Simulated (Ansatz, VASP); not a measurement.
**Ta: VASP beside Ansatz**

INCAR

```
PREC = Accurate
ENCUT = 520
EDIFF = 1E-7
ISMEAR = -1
SIGMA = 0.05
LREAL = False
LASPH = True
NELM = 100
ALGO = Normal
ISIF = 2
LWAVE = False
LCHARG = False
GGA = RE
NBANDS = 18
```

KPOINTS

```
regular mesh
0
Gamma
  11 11 5
```

File POSCAR:

```
Ta
1.0
    2.9003720726      0.0000000000      0.0000000000
   -1.4501860363      2.5117958953      0.0000000000
    0.0000000000      0.0000000000      5.1662740000
Ta
2
Direct
    0.3333333333      0.6666666667      0.2500000000
    0.6666666667      0.3333333333      0.7500000000
```

Contents of input.yaml:

```yaml
crystal:
  lattice:
    - [2.9003720726, 0.0, 0.0]
    - [-1.4501860363, 2.5117958953, 0.0]
    - [0.0, 0.0, 5.166274]
  atoms:
    - { symbol: Ta, position: [0.3333333333, 0.6666666667, 0.25] }
    - { symbol: Ta, position: [0.6666666667, 0.3333333333, 0.75] }
hamiltonian:
  xc: revpbe
  pseudopotentials: { kind: paw }
kpoints:
  mp_grid: { grid: [11, 11, 5] }
  band_path:
    path:
      - [[0.0, 0.0, 0.0], [0.5, 0.0, 0.0], [0.3333333333, 0.3333333333, 0.0], [0.0, 0.0, 0.0], [0.0, 0.0, 0.5], [0.5, 0.0, 0.5], [0.3333333333, 0.3333333333, 0.5], [0.0, 0.0, 0.5]]
      - [[0.5, 0.0, 0.5], [0.5, 0.0, 0.0]]
      - [[0.3333333333, 0.3333333333, 0.0], [0.3333333333, 0.3333333333, 0.5]]
    npoints: 14
scf:
  occupations: { method: fermi_dirac, width: 0.05 }
  n_extra_bands: 6
output:
  forces: true
  stress: true
  eigenvalues: true
  fatbands: false
  write_density: true
  write_potential: true
  elf: true
  volumetric_format: npy
```

Alike in both runs: functional revPBE; k mesh 11 × 11 × 5; occupations fermi-dirac, width 0.05 eV; no spin polarisation.

|  | VASP | Ansatz |
| --- | --- | --- |
| version | VASP 6.6.1 | Ansatz 0.2.0 |
| potentials or method | VASP PAW PBE potentials, release 64 (Ta_pv) | Ansatz PAW |
| plane-wave cutoff (eV) | 520 | 420 |
| valence electrons in the cell | 22 | 26 |
| task | single point | band structure |

```csv
,VASP,Ansatz,Ansatz less VASP
gap on the k mesh at the Fermi level (eV),none,none,-
pressure (GPa),1.4,1.4,-0.03
"traceless stress, the component that is largest in VASP (GPa)",0.40,0.39,-0.011
```

VASP's potentials were made for PBE, not for revPBE. A gap of «none» marks a metal or a gap that the smearing closes. The functional is the same, so the differences come from potentials, cutoffs and numerics. VASP's potentials hold 22 valence electrons a cell and Ansatz's 26, so a difference there can come from the potentials and not from the codes.

Spin-orbit coupling is off throughout.
